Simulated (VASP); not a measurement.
Runs of VASP 6.6.1 on AlN. The structure is that of space group F-43m (No. 216), or close to it. The cells are those of the table. 

```csv
cell,k mesh,smearing,gap on the mesh (eV),pressure (GPa)
"a = 3.157, b = 3.157, c = 3.108 Å, angles 59.5, 59.5, 90.0°, 2 atoms",10 × 10 × 10,gaussian 0.01 eV,(c),(b)
"a = 3.095 Å, angles 60.0, 60.0, 90.0°, 2 atoms",14 × 14 × 14,fermi-dirac 0.05 eV,(a),0.0
"a = 3.126, b = 3.126, c = 3.094 Å, angles 59.7, 59.7, 90.0°, 2 atoms",10 × 10 × 10,gaussian 0.01 eV,3.06,-1.8
"a = 3.126, b = 3.126, c = 3.102 Å, angles 59.7, 59.7, 90.0°, 2 atoms",10 × 10 × 10,gaussian 0.01 eV,3.09,-2.7
```

Alike in all rows: level PBEsol; potentials or basis VASP PAW PBE potentials, release 64 (Al, N); no spin polarisation.

Question: Estimate the missing entries.

Answer: (a) 3.18; (b) -5.3; (c) 3.00.

Caveats: the PAW data sets were made with another functional, which shifts forces and pressure a little; the cell stands under tension (at least some runs).

A k mesh can miss the band edges.
